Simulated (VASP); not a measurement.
CsH, 2 atoms in the cell. Symmetry: Pm-3m, No. 221, cubic system. The conventional cell has a = 3.820 Å, b = 3.820 Å, c = 3.820 Å, α = 90.00°, β = 90.00°, γ = 90.00°. Within 4.4 Å of Cs (site symmetry m-3m) lie 8 H at 3.31 Å and 6 Cs at 3.82 Å. Within 4.4 Å of H (site symmetry m-3m) lie 8 Cs at 3.31 Å and 6 H at 3.82 Å. 

| Property | Result |
| --- | --- |
| Program | VASP 6.6.1 |
| Task | relaxation of cell and atoms |
| Functional | r2SCAN |
| Potentials or basis | VASP PAW PBE potentials, release 64 (Cs_sv, H) |
| Cutoff | 600 eV |
| k mesh | 4 × 4 × 4 |
| Occupations | fermi-dirac, width 0.01 eV |
| Spin | no spin polarisation |
| Target pressure | 45 GPa |
| Dipole correction | no |
| Further INCAR settings | ALGO = Normal; EDIFF = 1e-07; IBRION = 2; EDIFFG = -0.02; NSW = 80; ISIF = 3 |

Potentials or basis: VASP PAW PBE potentials, release 64 (Cs_sv, H).

The run is started by

```console
$ cat potpaw_PBE.64/Cs_sv/POTCAR potpaw_PBE.64/H/POTCAR > POTCAR
$ cp INCAR.step1 INCAR
$ mpirun -np 1 vasp_std > vasp.out
$ cp INCAR.step2 INCAR
$ mpirun -np 1 vasp_std > vasp.out
```

Hardware: 1 thread of Intel(R) Xeon(R) Platinum 8375C CPU @ 2.90GHz (Ice Lake), with other jobs on the host.

**Question.** Estimate the wall time of this run.

**Answer.** Run time: 9.2 min on 1 thread of Intel(R) Xeon(R) Platinum 8375C CPU @ 2.90GHz (Ice Lake), with other jobs on the host, peak memory 0.21 GiB. Counts: k points 10, ion steps 18.
